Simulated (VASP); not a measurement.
Runs of VASP 6.6.1 on CdF2. The structure is that of space group I4/mmm (No. 139), or close to it. The cells are those of the table. 

| cell | gap on the mesh (eV) | pressure (GPa) |
| --- | --- | --- |
| a = 3.615, b = 3.615, c = 3.722 Å, angles 59.0, 59.0, 62.0°, 3 atoms | (a) | 20.4 |
| a = 3.606, b = 3.606, c = 3.747 Å, angles 58.7, 58.7, 62.6°, 3 atoms | 3.17 | 20.4 |
| a = 3.560, b = 3.560, c = 3.665 Å, angles 59.0, 59.0, 62.0°, 3 atoms | 3.42 | (b) |
| a = 3.626, b = 3.626, c = 3.697 Å, angles 59.3, 59.3, 61.3°, 3 atoms | 3.30 | 20.5 |
| a = 3.703, b = 3.703, c = 3.552 Å, angles 61.3, 61.3, 57.3°, 3 atoms | 3.21 | 20.3 |

Alike in all rows: task single point; level PBEsol; potentials or basis VASP PAW PBE potentials, release 64 (Cd, F); no spin polarisation; k mesh 8 × 8 × 8; cutoff (eV) 520; smearing gaussian 0.05 eV.

**Question.** Estimate the missing entries.

**Answer.** (a) 3.25; (b) 30.8.

Caveats: the PAW data sets were made with another functional, which shifts forces and pressure a little; the stress differs along the axes, from 18 to 25 GPa (at least some runs); the stress differs along the axes, from 17 to 27 GPa (at least some runs); the stress differs along the axes, from 28 to 36 GPa (at least some runs); the cell stands under pressure (at least some runs); the stress differs along the axes, from 14 to 23 GPa (at least some runs).

A k mesh can miss the band edges, and the runs leave out spin-orbit coupling on Cd.
